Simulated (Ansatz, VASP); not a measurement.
**MoS2: VASP beside Ansatz**

The input INCAR:

```
SYSTEM = MoS2
PREC     = Accurate       ! precision mode
ENCUT    = 520            ! plane-wave cutoff, eV
EDIFF    = 1E-7           ! SCF threshold, eV
ISMEAR   = 0              ! smearing method
SIGMA    = 0.02           ! smearing width, eV
LREAL    = .FALSE.        ! projectors in reciprocal space
LASPH    = .TRUE.         ! aspherical terms in the spheres
NELM     = 80             ! most SCF steps
ALGO     = Normal         ! electronic algorithm
ISIF     = 2              ! what is computed and relaxed
LWAVE    = .FALSE.        ! write WAVECAR
LCHARG   = .FALSE.        ! write CHGCAR
GGA      = PS             ! functional
NBANDS   = 35             ! bands
```

Contents of KPOINTS:

```
Automatic mesh
0
G
  12 12 2
  0 0 0
```

POSCAR

```
MoS2
1.0
    3.1413882571      0.0000000000      0.0000000000
   -1.5706941286      2.7205220338      0.0000000000
    0.0000000000      0.0000000000     12.8367904532
Mo S
2 4
Direct
    0.6666666667      0.3333333333      0.2500000000
    0.3333333333      0.6666666667      0.7500000000
    0.6666666667      0.3333333333      0.6285143205
    0.3333333333      0.6666666667      0.3714856795
    0.6666666667      0.3333333333      0.8714856795
    0.3333333333      0.6666666667      0.1285143205
```

Input for Ansatz:

```yaml
crystal:
  lattice:
    - [3.1413882571, 0.0, 0.0]
    - [-1.5706941286, 2.7205220338, 0.0]
    - [0.0, 0.0, 12.8367904532]
  atoms:
    - { symbol: Mo, position: [0.6666666667, 0.3333333333, 0.25] }
    - { symbol: Mo, position: [0.3333333333, 0.6666666667, 0.75] }
    - { symbol: S, position: [0.6666666667, 0.3333333333, 0.6285143205] }
    - { symbol: S, position: [0.3333333333, 0.6666666667, 0.3714856795] }
    - { symbol: S, position: [0.6666666667, 0.3333333333, 0.8714856795] }
    - { symbol: S, position: [0.3333333333, 0.6666666667, 0.1285143205] }
basis:
  ecutwfc: 420
kpoints:
  mp_grid: { grid: [12, 12, 2] }
  band_path: { path: [VBM, CBM], npoints: 2 }
hamiltonian:
  xc: pbesol
scf:
  occupations: { method: gaussian, width: 0.02 }
output:
  forces: true
  stress: true
  eigenvalues: true
checkpoint:
  read: start.run
  write: ck
  compress: false
  write_wavefunctions: false
  write_every: 100000
```

Alike in both runs: task single point; functional PBEsol; k mesh 12 × 12 × 2; occupations gaussian, width 0.02 eV; no spin polarisation.

```csv
,VASP,Ansatz
version,VASP 6.6.1,Ansatz 0.2.0
potentials or method,"VASP PAW PBE potentials, release 64 (Mo_sv, S), cutoff 520 eV","scalar-relativistic, plane waves, PAW"
valence electrons in the cell,52,52
```

```tsv
	VASP	Ansatz	Ansatz less VASP
gap on the k mesh at the Fermi level (eV)	1.10	1.09	-0.014
least direct gap on the mesh (eV)	1.76	1.75	-0.005
pressure (GPa)	-0.2	-0.1	+0.01
traceless stress, the component that is largest in VASP (GPa)	-0.18	-0.16	+0.021
```

VASP's potentials were made for PBE, not for PBEsol.
